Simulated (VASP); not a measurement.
# BN (P6_3/mmc) in VASP: notebook, part 2 of 2

VASP 6.6.1.

## 5. Relaxation of cell and atoms, PBEsol, target pressure 90 GPa, at which the enthalpy is minimised

This run uses another cell than the first one, of 5.59 Å³/atom, 0.582 times its volume.

The input, INCAR:

```
SYSTEM = BN
  ALGO = Normal
  EDIFF = 1E-6
  EDIFFG = -0.008
  ENCUT = 600
  GGA = PS
  IBRION = 2
  ISIF = 3
  ISMEAR = 0
  LASPH = .True.
  LCHARG = .False.
  LREAL = .False.
  LWAVE = .False.
  NELM = 100
  NSW = 70
  PREC = Accurate
  PSTRESS = 900.0
  SIGMA = 0.02
```

The input, KPOINTS:

```
k-points
0
Gamma
  12 12 6
  0 0 0
```

The input, POSCAR:

```
BN
1.0
    2.3807460746      0.0000000000      0.0000000000
   -1.1903730373      2.0617865806      0.0000000000
    0.0000000000      0.0000000000      4.5519498573
B N
2 2
Direct
    0.3333333333      0.6666666667      0.2500000000
    0.6666666667      0.3333333333      0.7500000000
    0.3333333333      0.6666666667      0.7500000000
    0.6666666667      0.3333333333      0.2500000000
```

Potentials or basis: VASP PAW PBE potentials, release 64 (B, N).

Run with:

```console
$ cat potpaw_PBE.64/B/POTCAR potpaw_PBE.64/N/POTCAR > POTCAR
$ mpirun -np 1 vasp_std > vasp.out
```

OUTCAR:

```text
SYSTEM = BN
   EDIFF = 1E-6
   EDIFFG = -0.008
   ENCUT = 600
   GGA = PS
   IBRION = 2
   ISIF = 3
   ISMEAR = 0
   LASPH = .True.
   LREAL = .False.
   NELM = 100
   NSW = 70
   PREC = Accurate
   PSTRESS = 900.0

 ion  position               nearest neighbor table
   1  0.333  0.667  0.250-   4 1.37   4 1.37   4 1.37
   2  0.667  0.333  0.750-   3 1.37   3 1.37   3 1.37
   3  0.333  0.667  0.750-   2 1.37   2 1.37   2 1.37
   4  0.667  0.333  0.250-   1 1.37   1 1.37   1 1.37

  LATTYP: Found a hexagonal cell.
 ALAT       =     2.3807460746
 C/A-ratio  =     1.9119846110

  Lattice vectors:

 A1 = (   2.3807460746,   0.0000000000,   0.0000000000)
 A2 = (  -1.1903730373,   2.0617865806,   0.0000000000)
 A3 = (   0.0000000000,   0.0000000000,   4.5519498573)

Analysis of symmetry for initial positions (statically):
=====================================================================
 Subroutine PRICEL returns:
 Original cell was already a primitive cell.

 Routine SETGRP: Setting up the symmetry group for a
 hexagonal supercell.

 Subroutine GETGRP returns: Found 24 space group operations
 (whereof 12 operations were pure point group operations)
 out of a pool of 24 trial point group operations.

The static configuration has the point symmetry D_3d.
 The point group associated with its full space group is D_6h.

[... 175 lines left out ...]
  Total       15.3283270     15.3283270      9.3778523      0.0000000      0.0000000      0.0000000
  in kB     1099.1351160   1099.1351161    672.4495639      0.0000000      0.0000000      0.0000000
  external PRESSURE =      56.9065987 kB  Pullay stress =     900.0000000 kB
[... 307 lines left out ...]
--------------------------------------- Ionic step        9  -------------------------------------------

 number of electron      16.0000000 magnetization

 Free energy of the ion-electron system (eV)
  ---------------------------------------------------
  ext. energy  EPLUGINS =         0.00000000
  ---------------------------------------------------
  free energy    TOTEN  =       -34.28247580 eV

  energy without entropy =      -34.28247580  energy(sigma->0) =      -34.28247580

 E-fermi :   9.2328     XC(G=0): -13.3721

 val. band max:        9.1118644849   @ k =   0.2500  -0.0000   0.0000
 cond. band min:      12.4242807666   @ k =   0.5000  -0.0000   0.3333
 fundamental gap:      3.3124162817
 Fermi energy:         9.2328064331

 k-point     1 :       0.0000    0.0000    0.0000
  band No.  band energies     occupation
      1     -13.0011      2.00000
      2      -8.9692      2.00000
      3      -2.8343      2.00000
      4       5.5840      2.00000
      5       5.5840      2.00000
      6       6.7684      2.00000
      7       6.7684      2.00000
      8       8.6003      2.00000
      9      18.6133      0.00000
     10      18.6133      0.00000
     11      19.8227      0.00000
     12      20.2093      0.00000
[... 331 lines left out ...]
 k-point    24 :       0.3333   -0.0000    0.1667
  band No.  band energies     occupation
      1     -10.3827      2.00000
      2      -7.7416      2.00000
      3      -0.8487      2.00000
      4       0.9477      2.00000
      5       1.2443      2.00000
      6       2.9506      2.00000
      7       4.3151      2.00000
      8       8.4956      2.00000
      9      14.0360      0.00000
     10      16.9785      0.00000
     11      19.3563      0.00000
     12      20.2305      0.00000

 [... further k-points ...]
[... 5 lines left out ...]
  --------------------------------------------------------------------------------------
  -------------------------------------------------------------------------------------
  Total       12.1427349     12.1427349     12.1123380      0.0000000     -0.0000000     -0.0000000
  in kB      901.5622931    901.5622931    899.3054118      0.0000000     -0.0000000     -0.0000000
  external PRESSURE =       0.8099993 kB  Pullay stress =     900.0000000 kB
[... 23 lines left out ...]
  energy  without entropy=      -34.2824758030  energy(sigma->0) =      -34.28247580

  enthalpy is  TOTEN    =       -22.1607827075 eV   P V=       12.1216930955

 reached required accuracy - stopping structural energy minimisation
```

CONTCAR:

```text
BN
   1.00000000000000
     2.4187673548813757    0.0000000000000000    0.0000000000000000
    -1.2093836774406879    2.0947139752465742    0.0000000000000000
    -0.0000000000000000   -0.0000000000000000    4.2590479383388757
  B               N
     2     2
Direct
     0.3333333332999970    0.6666666667000030    0.2500000000000000
     0.6666666667000030    0.3333333332999970    0.7500000000000000
     0.3333333332999970    0.6666666667000030    0.7500000000000000
     0.6666666667000030    0.3333333332999970    0.2500000000000000

  0.00000000E+00  0.00000000E+00  0.00000000E+00
  0.00000000E+00  0.00000000E+00  0.00000000E+00
  0.00000000E+00  0.00000000E+00  0.00000000E+00
  0.00000000E+00  0.00000000E+00  0.00000000E+00
```

It took 43 s on 1 thread of Intel Xeon 6975P-C (Granite Rapids), shared host; peak memory 0.15 GiB.

What came out:

* Free energy: -34.2825 eV
* Relaxed volume: 5.39 Å³/atom
* Relaxed cell: a = 2.419 Å, b = 2.419 Å, c = 4.259 Å, α = 90.00°, β = 90.00°, γ = 120.00°
* Space group after relaxing (to 0.05 Å): P6_3/mmc (No. 194)
* Energy change on relaxing (the enthalpy is what falls): +70.6 meV/atom
* Ionic steps: 9
* Pressure after relaxing: 90.1 GPa
* Band gap on the k mesh: 3.31 eV, indirect (least direct gap 4.85 eV)

Stress tensor (GPa, compression positive):
```
90.16  0.00  0.00
 0.00 90.16  0.00
 0.00  0.00 89.93
```

The path:
```tsv
step	energy change (eV)	largest force (eV/Å)	pressure (GPa)	volume (Å³)
1	0.0000	0.0000	95.69	22.34
2	-0.3513	0.0000	56.84	22.95
3	-0.2538	0.0000	74.51	22.66
4	0.3791	0.0000	92.53	21.41
5	0.2805	0.0000	89.67	21.58
6	0.2684	0.0000	89.32	21.60
7	0.2809	0.0000	90.72	21.58
8	0.2719	0.0000	89.72	21.60
9	0.2822	0.0000	90.08	21.58
```

Final structure:
```xyz
4
Lattice="2.4188 0.0000 0.0000 -1.2094 2.0947 0.0000 0.0000 0.0000 4.2590" Properties=species:S:1:pos:R:3 pbc="T T T"
B     0.0000    1.3965    1.0648
B     1.2094    0.6982    3.1943
N     0.0000    1.3965    3.1943
N     1.2094    0.6982    1.0648
```

Levels at points of the mesh, in eV from the valence-band top:
```csv
k point,band 6,band 7,band 8,band 9,band 10,band 11
"(0.00, 0.00, 0.00)",-2.34,-2.34,-0.51,9.50,9.50,10.71
"(0.50, 0.00, 0.00)",-6.50,-5.26,-2.69,5.43,7.39,9.53
"(0.00, 0.00, 0.50)",-2.96,-2.96,-2.96,10.36,10.36,10.36
"(0.50, 0.00, 0.50)",-6.14,-2.32,-2.32,3.85,3.85,9.21
```

Caveat: the cell is relaxed towards a set pressure, so the enthalpy falls and the energy may rise; the PAW data sets were made with another functional, which shifts forces and pressure a little.

## 6. Relaxation of cell and atoms, PBEsol

The input, INCAR:

```
SYSTEM = BN
  ALGO = Normal
  EDIFF = 1E-7
  EDIFFG = -0.005
  ENCUT = 910
  GGA = PS
  GGA_COMPAT = .FALSE.
  IBRION = 2
  ISIF = 3
  ISMEAR = 0
  LASPH = .TRUE.
  LCHARG = .FALSE.
  LREAL = .FALSE.
  LWAVE = .FALSE.
  NELM = 120
  NELMIN = 4
  NSW = 100
  PREC = Accurate
  SIGMA = 0.02
```

The input, KPOINTS:

```
k-points
0
G
  12 12 4
  0 0 0
```

The input, POSCAR:

```
BN
1.0
    2.5043313854      0.0000000000      0.0000000000
   -1.2521656927      2.1688145992      0.0000000000
    0.0000000000      0.0000000000      7.0727237489
B N
2 2
Direct
    0.3333333333      0.6666666667      0.2500000000
    0.6666666667      0.3333333333      0.7500000000
    0.3333333333      0.6666666667      0.7500000000
    0.6666666667      0.3333333333      0.2500000000
```

Potentials or basis: VASP PAW PBE potentials, release 64 (B_h, N_h).

Run with:

```console
$ cat potpaw_PBE.64/B_h/POTCAR potpaw_PBE.64/N_h/POTCAR > POTCAR
$ mpirun -np 1 vasp_std > vasp.out
```

OUTCAR:

```text
SYSTEM = BN
   EDIFF = 1E-7
   EDIFFG = -0.005
   ENCUT = 910
   GGA = PS
   IBRION = 2
   ISIF = 3
   ISMEAR = 0
   LASPH = .TRUE.
   LREAL = .FALSE.
   NELM = 120
   NELMIN = 4
   NSW = 100
   PREC = Accurate

 ion  position               nearest neighbor table
   1  0.333  0.667  0.250-   4 1.45   4 1.45   4 1.45
   2  0.667  0.333  0.750-   3 1.45   3 1.45   3 1.45
   3  0.333  0.667  0.750-   2 1.45   2 1.45   2 1.45
   4  0.667  0.333  0.250-   1 1.45   1 1.45   1 1.45

  LATTYP: Found a hexagonal cell.
 ALAT       =     2.5043313854
 C/A-ratio  =     2.8241964263

  Lattice vectors:

 A1 = (   2.5043313854,   0.0000000000,   0.0000000000)
 A2 = (  -1.2521656927,   2.1688145992,   0.0000000000)
 A3 = (   0.0000000000,   0.0000000000,   7.0727237489)

Analysis of symmetry for initial positions (statically):
=====================================================================
 Subroutine PRICEL returns:
 Original cell was already a primitive cell.

 Routine SETGRP: Setting up the symmetry group for a
 hexagonal supercell.

 Subroutine GETGRP returns: Found 24 space group operations
 (whereof 12 operations were pure point group operations)
 out of a pool of 24 trial point group operations.

The static configuration has the point symmetry D_3d.
 The point group associated with its full space group is D_6h.

Analysis of symmetry for dynamics (positions and initial velocities):
=====================================================================
 Subroutine PRICEL returns:
 Original cell was already a primitive cell.

 Routine SETGRP: Setting up the symmetry group for a
 hexagonal supercell.

 Subroutine GETGRP returns: Found 24 space group operations
 (whereof 12 operations were pure point group operations)
 out of a pool of 24 trial point group operations.

The dynamic configuration has the point symmetry D_3d.
 The point group associated with its full space group is D_6h.

 Subroutine INISYM returns: Found 24 space group operations
 (whereof 12 operations are pure point group operations),
 and found     1 'primitive' translations

[... 149 lines left out ...]

------------------------ aborting loop because EDIFF is reached ----------------------------------------

  FORCE on cell =-STRESS in cart. coord.  units (eV):
  Direction    XX          YY          ZZ          XY          YZ          ZX
  --------------------------------------------------------------------------------------
  -------------------------------------------------------------------------------------
  Total       -0.0276990     -0.0276990     -0.0918473      0.0000000     -0.0000000      0.0000000
  in kB       -1.1552452     -1.1552452     -3.8306822      0.0000000     -0.0000000      0.0000000
  external PRESSURE =      -2.0470575 kB  Pullay stress =       0.0000000 kB
[... 95 lines left out ...]
  FREE ENERGIE OF THE ION-ELECTRON SYSTEM (eV)
  ---------------------------------------------------
  free  energy   TOTEN  =       -36.6270390540 eV

  energy  without entropy=      -36.6270390540  energy(sigma->0) =      -36.62703905

 E-fermi :   2.9687     XC(G=0):  -9.9928

 val. band max:        2.7960472215   @ k =   0.3333   0.3333   0.5000
 cond. band min:       7.0691693935   @ k =   0.5000   0.0000   0.0000
 fundamental gap:      4.2731221720
 Fermi energy:         2.9687212918

 k-point     1 :       0.0000    0.0000    0.0000
  band No.  band energies     occupation
      1     -14.9208      2.00000
      2     -14.7284      2.00000
      3      -3.2619      2.00000
      4      -1.6317      2.00000
      5       1.4864      2.00000
      6       1.4864      2.00000
      7       1.5071      2.00000
      8       1.5071      2.00000
      9       7.5538      0.00000
     10      12.2878      0.00000
     11      14.3375      0.00000
     12      14.3438      0.00000
[... 333 lines left out ...]
      1     -12.9154      2.00000
      2     -12.8192      2.00000
      3      -4.0812      2.00000
      4      -4.0483      2.00000
      5      -0.7741      2.00000
      6      -0.7491      2.00000
      7      -0.2845      2.00000
      8       0.6376      2.00000
      9       9.6334      0.00000
     10      10.0306      0.00000
     11      11.3933      0.00000
     12      12.9491      0.00000

 [... further k-points ...]

[... ionic steps 4 to 9 ...]

--------------------------------------- Ionic step       10  -------------------------------------------

 number of electron      16.0000000 magnetization

------------------------ aborting loop because EDIFF is reached ----------------------------------------
[... 71 lines left out ...]
--------------------------------------- Ionic step       12  -------------------------------------------

 number of electron      16.0000000 magnetization

 Free energy of the ion-electron system (eV)
  ---------------------------------------------------
  ext. energy  EPLUGINS =         0.00000000
  ---------------------------------------------------
  free energy    TOTEN  =       -36.62796560 eV

  energy without entropy =      -36.62796560  energy(sigma->0) =      -36.62796560

 E-fermi :   3.1137     XC(G=0): -10.1134

 val. band max:        2.9431285459   @ k =   0.3333   0.3333   0.5000
 cond. band min:       7.1840617048   @ k =   0.5000   0.0000   0.0000
 fundamental gap:      4.2409331588
 Fermi energy:         3.1136945062

 k-point     1 :       0.0000    0.0000    0.0000
  band No.  band energies     occupation
      1     -14.7783      2.00000
      2     -14.5559      2.00000
      3      -3.1767      2.00000
      4      -1.3886      2.00000
      5       1.6331      2.00000
      6       1.6331      2.00000
      7       1.6582      2.00000
      8       1.6582      2.00000
      9       7.7832      0.00000
     10      12.6437      0.00000
     11      14.4691      0.00000
     12      14.4691      0.00000
[... 376 lines left out ...]
  FREE ENERGIE OF THE ION-ELECTRON SYSTEM (eV)
  ---------------------------------------------------
  free  energy   TOTEN  =       -36.6279655958 eV

  energy  without entropy=      -36.6279655958  energy(sigma->0) =      -36.62796560

 reached required accuracy - stopping structural energy minimisation
```

OSZICAR:

```text
N       E                     dE             d eps       ncg     rms          rms(c)
DAV:   1     0.102587054264E+03    0.10259E+03   -0.10956E+04  1368   0.189E+03
[... 109 lines left out ...]
       N       E                     dE             d eps       ncg     rms          rms(c)
DAV:   1    -0.366281757547E+02   -0.22423E-03   -0.61554E-03  1400   0.893E-01    0.749E-02
DAV:   2    -0.366279981017E+02    0.17765E-03   -0.29362E-04  1452   0.168E-01    0.273E-02
DAV:   3    -0.366279704130E+02    0.27689E-04   -0.91446E-05  1652   0.744E-02    0.105E-02
DAV:   4    -0.366279679037E+02    0.25092E-05   -0.28247E-05  1812   0.431E-02    0.943E-03
DAV:   5    -0.366279655928E+02    0.23110E-05   -0.10292E-05  1616   0.267E-02    0.101E-03
DAV:   6    -0.366279655958E+02   -0.29868E-08   -0.48640E-07  1540   0.717E-03
  12 F= -.36627966E+02 E0= -.36627966E+02  d E =-.162812E-04
```

CONTCAR:

```text
BN
   1.00000000000000
     2.5042308927354213   -0.0000000000000000    0.0000000000000000
    -1.2521154463677107    2.1687275699995880    0.0000000000000000
    -0.0000000000000000   -0.0000000000000000    6.9115127205564768
  B               N
     2     2
Direct
     0.3333333332999970    0.6666666667000030    0.2500000000000000
     0.6666666667000030    0.3333333332999970    0.7500000000000000
     0.3333333332999970    0.6666666667000030    0.7500000000000000
     0.6666666667000030    0.3333333332999970    0.2500000000000000

  0.00000000E+00  0.00000000E+00  0.00000000E+00
  0.00000000E+00  0.00000000E+00  0.00000000E+00
  0.00000000E+00  0.00000000E+00  0.00000000E+00
  0.00000000E+00  0.00000000E+00  0.00000000E+00
```

Wall time 3.7 min (1 thread of AMD EPYC 9R45 (Zen 5), shared host); peak memory 0.21 GiB.

Results:

* Free energy: -36.6280 eV
* Relaxed volume: 9.38 Å³/atom
* Relaxed cell: a = 2.504 Å, b = 2.504 Å, c = 6.912 Å, α = 90.00°, β = 90.00°, γ = 120.00°
* Space group after relaxing (to 0.05 Å): P6_3/mmc (No. 194)
* Energy gained by relaxing: 0.3 meV/atom
* Ionic steps: 12
* Pressure after relaxing: 0.0 GPa
* Band gap on the k mesh: 4.24 eV, indirect (least direct gap 4.60 eV)

The path:
```csv
step,energy change (eV),largest force (eV/Å),pressure (GPa),volume (Å³)
1,0.0000,0.0000,-0.20,38.42
2,-0.0001,0.0000,0.04,38.35
3,-0.0001,0.0000,0.25,38.29
4,-0.0001,0.0000,0.24,38.28
5,-0.0002,0.0000,0.23,38.24
6,-0.0004,0.0000,0.18,38.18
7,-0.0006,0.0000,0.10,38.05
8,-0.0010,0.0000,-0.06,37.78
9,-0.0008,0.0000,-0.39,37.25
10,-0.0010,0.0000,-0.17,37.60
11,-0.0010,0.0000,0.16,37.48
12,-0.0010,0.0000,0.00,37.54
```

Final structure:
```
B N
1.0
     2.50423    0.00000    0.00000
    -1.25212    2.16873    0.00000
     0.00000    0.00000    6.91151
B N
2 2
Direct
  0.33333 0.66667 0.25000
  0.66667 0.33333 0.75000
  0.33333 0.66667 0.75000
  0.66667 0.33333 0.25000
```

Levels at points of the mesh, in eV from the valence-band top:
| k point | band 4 | band 5 | band 6 | band 7 | band 8 | band 9 | band 10 | band 11 | band 12 |
| --- | --- | --- | --- | --- | --- | --- | --- | --- | --- |
| (0.00, 0.00, 0.00) | -4.33 | -1.31 | -1.31 | -1.28 | -1.28 | 4.84 | 9.70 | 11.53 | 11.53 |
| (0.50, 0.00, 0.00) | -8.86 | -4.13 | -4.09 | -1.35 | -0.52 | 4.24 | 5.43 | 9.43 | 9.92 |
| (0.00, 0.00, 0.50) | -5.32 | -1.30 | -1.30 | -1.30 | -1.30 | 7.02 | 7.02 | 11.57 | 11.57 |
| (0.50, 0.00, 0.50) | -8.89 | -4.11 | -4.11 | -0.92 | -0.92 | 4.67 | 4.67 | 9.83 | 9.83 |

Caveat: the cutoff is under 1.25 times the usual one of these potentials, so pressure, stress and relaxed cells hold a basis-set (Pulay) error; the PAW data sets were made with another functional, which shifts forces and pressure a little; this functional lacks dispersion, which binds the layers, so the pressure and a relaxed spacing across them are unreliable.

## 7. Summary

| task | potentials or basis | cell | k mesh | cutoff (eV) | second run | gap on the mesh (eV) | pressure (GPa) |
| --- | --- | --- | --- | --- | --- | --- | --- |
| single point | VASP PAW PBE potentials, release 64 (B, N) | a = 2.504, b = 2.504, c = 7.073 Å, angles 90.0, 90.0, 120.0°, 4 atoms | 12 × 12 × 4 | 520 | - | 4.27 | 0.3 |
| relaxation of cell and atoms | VASP PAW PBE potentials, release 64 (B, N) | relaxed to 25 GPa from a = 2.419, b = 2.419, c = 5.439 Å, angles 90.0, 90.0, 120.0°, 4 atoms | 12 × 12 × 4 | 600 | - | 3.75 | 25.0 |
| relaxation of cell and atoms | VASP PAW PBE potentials, release 64 (B, N) | relaxed to 90 GPa from a = 2.381, b = 2.381, c = 4.552 Å, angles 90.0, 90.0, 120.0°, 4 atoms | 12 × 12 × 6 | 600 | - | 3.31 | 90.1 |
| relaxation of cell and atoms | VASP PAW PBE potentials, release 64 (B_h, N_h) | relaxed from a = 2.504, b = 2.504, c = 7.073 Å, angles 90.0, 90.0, 120.0°, 4 atoms | 12 × 12 × 4 | 910 | hard_potentials | 4.24 | 0.0 |

Alike in all rows: level PBEsol; no spin polarisation; smearing gaussian 0.02 eV.

Caveats: the PAW data sets were made with another functional, which shifts forces and pressure a little; this functional lacks dispersion, which binds the layers, so the pressure and a relaxed spacing across them are unreliable (some runs); the cell is relaxed towards a set pressure, so the enthalpy falls and the energy may rise (some runs); the cutoff is under 1.25 times the usual one of these potentials, so pressure, stress and relaxed cells hold a basis-set (Pulay) error (some runs).

Absolute energies hang on the potentials; compare differences alone.
